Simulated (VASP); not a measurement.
Here is a VASP 6.6.1 calculation.

INCAR

```
SYSTEM = PbO
ALGO = Normal
EDIFF = 1E-6
ENCUT = 520
GGA = PE
ISIF = 2
ISMEAR = 0
LASPH = .TRUE.
LCHARG = .FALSE.
LREAL = .FALSE.
LWAVE = .FALSE.
NBANDS = 28
NELM = 60
PREC = Accurate
SIGMA = 0.05
```

The input KPOINTS:

```
k-points
0
G
  10 10 6
  0 0 0
```

Contents of POSCAR:

```
PbO
1.0
    4.1996609317      0.0000000000      0.0000000000
   -2.0998304658      3.7097533152      0.0000000000
    0.0000000000      0.0000000000      5.8509445696
Pb O
2 2
Direct
    0.6666666667      0.3333333333      0.0144180024
    0.3333333333      0.6666666667      0.5144180024
    0.6666666667      0.3333333333      0.6107819976
    0.3333333333      0.6666666667      0.1107819976
```

Potentials or basis: VASP PAW PBE potentials, release 64 (Pb_d, O).

Command:

```sh
$ cat potpaw_PBE.64/Pb_d/POTCAR potpaw_PBE.64/O/POTCAR > POTCAR
$ mpirun -np 1 vasp_std > vasp.out
```

Predict the largest force.

0.036 eV/Å.

What does it give for the pressure?

-1.2 GPa.

What does it give for the band gap on the k mesh?

1.91 eV (least direct gap 2.27 eV).

Forces on the atoms (eV/Å):
```
Pb   0.000 -0.035  0.005
Pb   0.000  0.035  0.005
O    0.000  0.009 -0.005
O    0.000 -0.009 -0.005
```

Caveat: spin-orbit coupling is left out, which moves the levels of the heavy elements. A k mesh can miss the band edges.
